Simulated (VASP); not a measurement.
# Si4C5 in VASP: single point with PBE

Aim: the single point of Si4C5 with PBE.

Program: VASP 6.6.1. These are calculated values, not measurements. Logs are shortened: lines on timing, memory, paths and dates and some standing lists are left out, and cuts for length are marked.

**1. The cell of the first run**

The cell holds a slab with vacuum, 9 atoms: a = 3.097 Å, b = 4.379 Å, c = 20.133 Å, α = 90.00°, β = 90.00°, γ = 90.00°.

**2. Single point, PBE, collinear spin**

Contents of INCAR:

```
  ALGO = Normal
  DIPOL = 0.5 0.5 0.329
  EDIFF = 1E-6
  ENCUT = 520
  GGA = PE
  IDIPOL = 3
  ISIF = 2
  ISMEAR = 0
  ISPIN = 2
  LASPH = True
  LCHARG = False
  LDIPOL = True
  LORBIT = 11
  LREAL = False
  LWAVE = False
  MAGMOM = 0 0 0 0 0 0 0 0 2
  NBANDS = 32
  NELM = 150
  PREC = Accurate
  SIGMA = 0.05
```

Contents of KPOINTS:

```
k-points
0
Gamma
  9 6 1
```

Contents of POSCAR:

```
Si4C5
1.0
    3.0967389835      0.0000000000      0.0000000000
    0.0000000000      4.3794502696      0.0000000000
    0.0000000000      0.0000000000     20.1332068409
Si C
4 5
Direct
    0.5000000000      0.5000000000      0.1986767449
    0.0000000000      0.0000000000      0.2755829975
    0.5000000000      0.4971399929      0.3554907356
    0.0000000000      0.9498903522      0.4168952508
    0.0000000000      0.2500000000      0.1986767449
    0.5000000000      0.7500000000      0.2755829975
    0.0000000000      0.2559423736      0.3541649052
    0.5000000000      0.7547379257      0.4288043583
    0.6666666667      1.4214045924      0.4528763432
```

Potentials or basis: VASP PAW PBE potentials, release 64 (Si, C).

Launch:

```bash
$ cat potpaw_PBE.64/Si/POTCAR potpaw_PBE.64/C/POTCAR > POTCAR
$ mpirun -np 1 vasp_std > vasp.out
```

OUTCAR:

```text
EDIFF = 1E-6
   ENCUT = 520
   GGA = PE
   ISIF = 2
   ISMEAR = 0
   ISPIN = 2
   LASPH = True
   LORBIT = 11
   LREAL = False
   NELM = 150
   PREC = Accurate

 ion  position               nearest neighbor table
   1  0.500  0.500  0.199-   6 1.90   5 1.90   5 1.90   2 3.10   2 3.10   2 3.10   2 3.10
   2  0.000  0.000  0.276-   5 1.90   6 1.90   6 1.90   7 1.94   4 2.85   1 3.10   1 3.10   1 3.10
                             1 3.10   3 3.12   3 3.12   3 3.14   3 3.14
   3  0.500  0.497  0.355-   8 1.86   7 1.87   7 1.87   6 1.95   9 2.05   4 2.80   4 2.80   4 3.11
                             4 3.11   2 3.12   2 3.12   2 3.14   2 3.14
   4  0.000  0.950  0.417-   8 1.78   8 1.78   7 1.84   9 2.42   3 2.80   3 2.80   2 2.85   3 3.11
                             3 3.11
   5  0.000  0.250  0.199-   2 1.90   1 1.90   1 1.90
   6  0.500  0.750  0.276-   1 1.90   2 1.90   2 1.90   3 1.95
   7  0.000  0.256  0.354-   4 1.84   3 1.87   3 1.87   2 1.94
   8  0.500  0.755  0.429-   9 1.62   4 1.78   4 1.78   3 1.86
   9  0.667  0.421  0.453-   8 1.62   3 2.05   4 2.42

  LATTYP: Found a simple orthorhombic cell.
 ALAT       =     3.0967389835
 B/A-ratio  =     1.4142135624
 C/A-ratio  =     6.5014219630

  Lattice vectors:

 A1 = (   3.0967389835,   0.0000000000,   0.0000000000)
 A2 = (   0.0000000000,   4.3794502696,   0.0000000000)
 A3 = (   0.0000000000,   0.0000000000,  20.1332068409)

Analysis of symmetry for initial positions (statically):
=====================================================================
 Subroutine PRICEL returns:
 Original cell was already a primitive cell.

 Routine SETGRP: Setting up the symmetry group for a
 simple orthorhombic supercell.

 Subroutine GETGRP returns: Found  1 space group operations
 (whereof  1 operations were pure point group operations)
 out of a pool of  8 trial point group operations.

The static configuration has the point symmetry C_1 .

Analysis of symmetry for dynamics (positions and initial velocities):
=====================================================================
 Subroutine PRICEL returns:
 Original cell was already a primitive cell.

 Routine SETGRP: Setting up the symmetry group for a
 simple orthorhombic supercell.

 Subroutine GETGRP returns: Found  1 space group operations
 (whereof  1 operations were pure point group operations)
 out of a pool of  8 trial point group operations.

The dynamic configuration has the point symmetry C_1 .

Analysis of structural, dynamic, and magnetic symmetry:
=====================================================================
 Subroutine PRICEL returns:
 Original cell was already a primitive cell.

 Routine SETGRP: Setting up the symmetry group for a
 simple orthorhombic supercell.

 Subroutine GETGRP returns: Found  1 space group operations
 (whereof  1 operations were pure point group operations)
 out of a pool of  8 trial point group operations.

The overall configuration has the point symmetry C_1 .

 Subroutine INISYM returns: Found  1 space group operations
 (whereof  1 operations are pure point group operations),
 and found     1 'primitive' translations

----------------------------------------------------------------------------------------

                                     Primitive cell

  volume of cell :     273.0468

  direct lattice vectors                    reciprocal lattice vectors
     3.096738983  0.000000000  0.000000000     0.322920338  0.000000000  0.000000000
     0.000000000  4.379450270  0.000000000     0.000000000  0.228339161  0.000000000
     0.000000000  0.000000000 20.133206841     0.000000000  0.000000000  0.049669186

  length of vectors
     3.096738983  4.379450270 20.133206841     0.322920338  0.228339161  0.049669186

  position of ions in fractional coordinates (direct lattice)
     0.500000000  0.500000000  0.198676745
     0.000000000  0.000000000  0.275582998
     0.500000000  0.497139993  0.355490736
     0.000000000  0.949890352  0.416895251
     0.000000000  0.250000000  0.198676745
     0.500000000  0.750000000  0.275582998
     0.000000000  0.255942374  0.354164905
     0.500000000  0.754737926  0.428804358
     0.666666667  0.421404592  0.452876343

  ion indices of the primitive-cell ions
   primitive index   ion index
                 1           1
                 2           2
                 3           3
                 4           4
                 5           5
                 6           6
                 7           7
                 8           8
                 9           9

----------------------------------------------------------------------------------------

 KPOINTS: k-points

Automatic generation of k-mesh.
 Grid dimensions read from file:
 generate k-points for:    9    6    1

 Generating k-lattice:

  Cartesian coordinates                     Fractional coordinates (reciprocal lattice)
     0.035880038  0.000000000  0.000000000     0.111111111  0.000000000  0.000000000
     0.000000000  0.038056527  0.000000000     0.000000000  0.166666667  0.000000000
     0.000000000  0.000000000  0.049669186     0.000000000  0.000000000  1.000000000

  Length of vectors
     0.035880038  0.038056527  0.049669186

  Shift w.r.t. Gamma in fractional coordinates (k-lattice)
     0.000000000  0.000000000  0.000000000

 Subroutine IBZKPT returns following result:
 ===========================================

 Found     28 irreducible k-points:

 Following reciprocal coordinates:
            Coordinates               Weight
  0.000000  0.000000  0.000000      1.000000
  0.111111  0.000000  0.000000      2.000000
  0.222222  0.000000  0.000000      2.000000
  0.333333  0.000000  0.000000      2.000000
  0.444444  0.000000  0.000000      2.000000
  0.000000  0.166667  0.000000      2.000000
[... 16 lines left out ...]
  0.444444 -0.333333  0.000000      2.000000
  0.000000  0.500000  0.000000      1.000000
 [... further k-points ...]
   k-points           NKPTS =     28   k-points in BZ     NKDIM =     28   number of bands    NBANDS=     32
   number of dos      NEDOS =    301   number of ions     NIONS =      9
   total plane-waves  NPLWV = 129600
   dimension x,y,z NGX =    24 NGY =   36 NGZ =  150
   dimension x,y,z NGXF=    48 NGYF=   72 NGZF=  300
   ions per type =               4   5
   NGX,Y,Z   is equivalent  to a cutoff of  12.88, 13.67, 12.39 a.u.
   NGXF,Y,Z  is equivalent  to a cutoff of  25.77, 27.33, 24.77 a.u.
 SYSTEM =  unknown system
   PREC   = accura    normal or accurate (medium, high low for compatibility)
   ISTART =      0    job   : 0-new  1-cont  2-samecut
   ICHARG =      2    charge: 1-file 2-atom 10-const
   ISPIN  =      2    spin polarized calculation?
   LNONCOLLINEAR =      F non collinear calculations
   LSORBIT =      F    spin-orbit coupling
   LASPH  =      T    aspherical Exc in radial PAW
   ENCUT  =  520.0 eV  38.22 Ry    6.18 a.u.   5.76  8.14 37.43*2*pi/ulx,y,z
   NELM   =    150;   NELMIN=  2; NELMDL= -5     # of ELM steps
   EDIFF  = 0.1E-05   stopping-criterion for ELM
   LREAL  =      F    real-space projection
[... 7 lines left out ...]
   TEBEG  =    0.0;   TEEND  =   0.0 temperature during run
   PSTRESS=    0.0 pullay stress
   NELECT =      36.0000    total number of electrons
   NUPDOWN=      -1.0000    fix difference up-down
   EMIN   =  10.00;   EMAX   =-10.00  energy-range for DOS
   EFERMI =   0.00;   METHOD = LEGACY
   ISMEAR =     0;   SIGMA  =   0.05  broadening in eV -4-tet -1-fermi 0-gaus
   EFERMI_NEDOS =   21; number of points for ismear=-14 and -15
   IALGO  =     38    algorithm
   IMIX   =      4    mixing-type and parameters
     AMIX     =   0.40;   BMIX     =  1.00
     AMIX_MAG =   1.60;   BMIX_MAG =  1.00
  volume/ion in A,a.u.               =      30.34       204.73
  Fermi-wavevector in a.u.,A,eV,Ry     =   0.833227  1.574571  9.446077  0.694267
  Thomas-Fermi vector in A             =   1.946415
   LORBIT       =     11    0 simple, 1 ext, 2 COOP (PROOUT), +10 PAW based schemes
   GGA     = PE    functional components
   LHFCALC =     F    Hartree Fock is set to
   AEXX    =    0.0000 exact exchange contribution
   IVDW    =     0    specifies the selected vdW correction
   LEPSILON=     F    determine dielectric tensor
   LRPA    =     F    only Hartree local field effects (RPA)
 spin polarized calculation
 Gauss-broadening in eV      SIGMA  =   0.05
  energy-cutoff  :      520.00
  volume of cell :      273.05
 maximum number of plane-waves:      7424
 NGX is ok and might be reduce to    24
   NGX = 11   NGY = 17   NGZ = 75

 dipolmoment           0.000000      0.000000     -0.003556 electrons x Angstroem

 number of electron      35.9999996 magnetization       0.2078390

 dipolmoment           0.000000      0.000000      0.017002 electrons x Angstroem

 Free energy of the ion-electron system (eV)
  ---------------------------------------------------
  ext. energy  EPLUGINS =         0.00000000
  ---------------------------------------------------
  free energy    TOTEN  =       -59.32170544 eV

  energy without entropy =      -59.31729822  energy(sigma->0) =      -59.31950183

 E-fermi :  -0.2715     XC(G=0):  -4.6405

 val. band max:       -0.2721375052   @ k =   0.4444  -0.3333   0.0000
 cond. band min:      -0.2598826721   @ k =   0.4444   0.3333   0.0000
 fundamental gap:      0.0122548331
 Fermi energy:        -0.2714558002

 spin component 1

 k-point     1 :       0.0000    0.0000    0.0000
  band No.  band energies     occupation
      1     -17.5607      1.00000
      2     -15.2138      1.00000
      3     -13.1202      1.00000
      4     -11.6385      1.00000
      5     -10.6007      1.00000
      6      -8.8568      1.00000
[... 22 lines left out ...]
     29       5.4973      0.00000
     30       6.0811      0.00000
[... 728 lines left out ...]
  band No.  band energies     occupation
      1     -16.7063      1.00000
      2     -15.2125      1.00000
      3     -14.0974      1.00000
      4     -13.0048      1.00000
      5     -11.1029      1.00000
      6      -8.9193      1.00000
[... 22 lines left out ...]
     29       5.9470      0.00000
     30       6.0277      0.00000

 [... further k-points ...]

 spin component 2

 k-point     1 :       0.0000    0.0000    0.0000
  band No.  band energies     occupation
      1     -17.5398      1.00000
      2     -15.2010      1.00000
      3     -13.1107      1.00000
      4     -11.6399      1.00000
      5     -10.5628      1.00000
      6      -8.8290      1.00000
[... 22 lines left out ...]
     29       5.5111      0.00000
     30       6.1165      0.00000
[... 728 lines left out ...]
  band No.  band energies     occupation
      1     -16.6823      1.00000
      2     -15.2029      1.00000
      3     -14.0837      1.00000
      4     -13.0075      1.00000
      5     -11.0578      1.00000
      6      -8.8975      1.00000
[... 22 lines left out ...]
     29       6.0039      0.00000
     30       6.0645      0.00000

 [... further k-points ...]

 [bands above 30 left out]

------------------------ aborting loop because EDIFF is reached ----------------------------------------

 vacuum level on the upper side and lower side of the slab       (xc-potential included)         0.036        -0.169

  FORCE on cell =-STRESS in cart. coord.  units (eV):
  Direction    XX          YY          ZZ          XY          YZ          ZX
  --------------------------------------------------------------------------------------
  -------------------------------------------------------------------------------------
  Total        2.0405005     -6.1273483      2.1437347      3.7843727      3.5653900     -0.5781206
  in kB       11.9731969    -35.9538989     12.5789524     22.2058460     20.9209050     -3.3922817
  external PRESSURE =      -3.8005832 kB  Pullay stress =       0.0000000 kB

 VOLUME and BASIS-vectors are now :
 -----------------------------------------------------------------------------
  energy-cutoff  :      520.00
  volume of cell :      273.05
      direct lattice vectors                 reciprocal lattice vectors
     3.096738983  0.000000000  0.000000000     0.322920338  0.000000000  0.000000000
     0.000000000  4.379450270  0.000000000     0.000000000  0.228339161  0.000000000
     0.000000000  0.000000000 20.133206841     0.000000000  0.000000000  0.049669186

 POSITION                                       TOTAL-FORCE (eV/Angst)
 -----------------------------------------------------------------------------------
      1.54837      2.18973      4.00000         0.067286     -2.719879      1.486564
      0.00000      0.00000      5.54837        -0.139507      0.457203     -1.517239
      1.54837      2.17720      7.15717        -0.558268     -1.462991     -1.923306
      0.00000      4.16000      8.39344        -0.113812      3.345113      1.361447
      0.00000      1.09486      4.00000        -0.068518      1.777272     -0.132169
      1.54837      3.28459      5.54837         0.135717      0.592297      0.236679
      0.00000      1.12089      7.13048         0.471747     -0.337229     -1.325237
      1.54837      3.30534      8.63321         1.727531     -2.829063      1.818519
      2.06449      1.84552      9.11785        -1.522176      1.177276     -0.005258
 -----------------------------------------------------------------------------------
    total drift:                               -0.000015     -0.000026      0.000178

  FREE ENERGIE OF THE ION-ELECTRON SYSTEM (eV)
  ---------------------------------------------------
  free  energy   TOTEN  =       -59.3217054448 eV

  energy  without entropy=      -59.3172982221  energy(sigma->0) =      -59.31950183

 vacuum level on the upper side and lower side of the slab         4.622         4.406

 total charge

# of ion       s       p       d       tot
------------------------------------------
    1        0.749   0.852   0.000   1.601
    2        0.707   0.920   0.000   1.627
    3        0.696   0.967   0.000   1.663
    4        0.749   0.921   0.000   1.670
    5        0.860   1.523   0.000   2.383
    6        0.851   1.643   0.000   2.493
    7        0.857   1.678   0.000   2.535
    8        0.860   1.691   0.000   2.551
    9        0.963   1.224   0.000   2.187
--------------------------------------------------
tot          7.292  11.418   0.000  18.710

 magnetization (x)

# of ion       s       p       d       tot
------------------------------------------
    1        0.016   0.048   0.000   0.064
    2        0.001  -0.001   0.000   0.000
    3        0.002   0.003   0.000   0.005
    4        0.000  -0.003   0.000  -0.003
    5       -0.002  -0.027   0.000  -0.029
    6        0.001   0.001   0.000   0.003
    7       -0.000   0.001   0.000   0.001
    8        0.000   0.002   0.000   0.002
    9        0.004   0.046   0.000   0.050
--------------------------------------------------
tot          0.022   0.071   0.000   0.093
```

Run time: 36 min. Hardware: 1 thread of Intel Xeon 8259CL, shared host; peak memory 0.63 GiB.

What came out:

```yaml
Free_energy: -59.3217 eV
Largest_force: 3.781 eV/Å
Net_moment: 0.21 μB per cell
Site_moments: Si +0.06, +0.00, +0.01, -0.00; C -0.03, +0.00, +0.05 (each value once) μB
Valence_electrons_inside_the_program's_atomic_spheres: Si 1.60, 1.63, 1.66, 1.67; C 2.38, 2.49, 2.54, 2.55, 2.19
```

Forces in eV/Å, atoms in the order of the input:
```
Si   0.067 -2.720  1.487
Si  -0.140  0.457 -1.517
Si  -0.558 -1.463 -1.923
Si  -0.114  3.345  1.361
C   -0.069  1.777 -0.132
C    0.136  0.592  0.237
C    0.472 -0.337 -1.325
C    1.728 -2.829  1.819
C   -1.522  1.177 -0.005
```
